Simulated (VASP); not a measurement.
**P: electric field gradients with PBEsol**

Crystal: P.

```xyz
1
Lattice="4.1857 0.0000 0.0000 0.0000 4.1857 0.0000 0.0000 0.0000 4.2886" Properties=species:S:1:pos:R:3 pbc="T T T"
P     0.0000    0.0000    0.0000
```

```json
{"Program": "VASP 6.6.1", "Task": "electric field gradients", "Functional": "PBEsol", "Potentials or basis": "VASP PAW PBE potentials, release 64 (P)", "Cutoff": "400 eV", "k mesh": "10 × 10 × 9", "Occupations": "fermi-dirac, width 0.08 eV", "Spin": "no spin polarisation", "Dipole correction": "no", "Further INCAR settings": "ALGO = Normal; EDIFF = 1e-08; NBANDS = 8"}
```

```yaml
Pressure: -4.4 GPa
Band_gap_on_the_k_mesh: zero (an odd number of electrons rules out a gap without spin polarisation)
Largest_electric_field_gradient_by_atom: P -0.7 V/Å²
```

Stress tensor (GPa, compression positive):
```
-4.53  0.00  0.00
 0.00 -4.53  0.00
 0.00  0.00 -4.01
```

Levels at points of the mesh, in eV from the Fermi level:
```
           k point  band 1  band 2  band 3  band 4  band 5  band 6  band 7
(0.00, 0.00, 0.00)   -8.78    0.50    0.62    0.62    4.69    7.46    7.54
(0.50, 0.00, 0.00)   -8.57   -0.93    0.67    0.78    6.63    7.72    8.24
(0.50, 0.50, 0.00)   -8.39   -0.59   -0.59    0.82    5.81    8.26    9.99
```

Electric field gradients, principal values (V/Å²):
```
atom  least  middle  greatest (by size)
 1 P  0.349   0.349              -0.698
```

Run time: 14 s on 1 thread of Intel(R) Xeon(R) 6975P-C (Granite Rapids), on a shared host, peak memory 0.16 GiB.

Caveat: the cell stands under tension; without QUAD_EFG the Cq values of the log hold for a quadrupole moment of 1 mb, not for the nuclei; the PAW data sets were made with another functional, which shifts forces and pressure a little.
